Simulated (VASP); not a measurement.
Runs of VASP 6.6.1 on Pd. The structure is that of space group Fm-3m (No. 225), or close to it. The cells are those of the table. 

```tsv
task	cell	cutoff (eV)	k mesh for the DOS	occupations for the DOS	gap on the mesh (eV)	pressure (GPa)
single point	a = 2.454 Å, angles 60.0°, 1 atom	520	-	-	none	(a)
single point	a = 2.790 Å, angles 60.0°, 1 atom	520	-	-	none	-0.3
single point	a = 2.674 Å, angles 60.0°, 1 atom	520	-	-	none	29.7
relaxation of cell and atoms	relaxed from a = 2.791 Å, angles 60.0°, 1 atom	600	-	-	none	0.0
single point	a = 2.569 Å, angles 60.0°, 1 atom	520	-	-	none	80.4
```

Alike in all rows: level PBE; potentials or basis VASP PAW PBE potentials, release 64 (Pd); no spin polarisation; k mesh 16 × 16 × 16; smearing fermi-dirac 0.1 eV.

Q: Fill in the values left out.

A: (a) 179.9.

A k mesh can miss the band edges, and the runs leave out spin-orbit coupling on Pd.

A gap of «none» marks levels without a gap at the run's occupations.
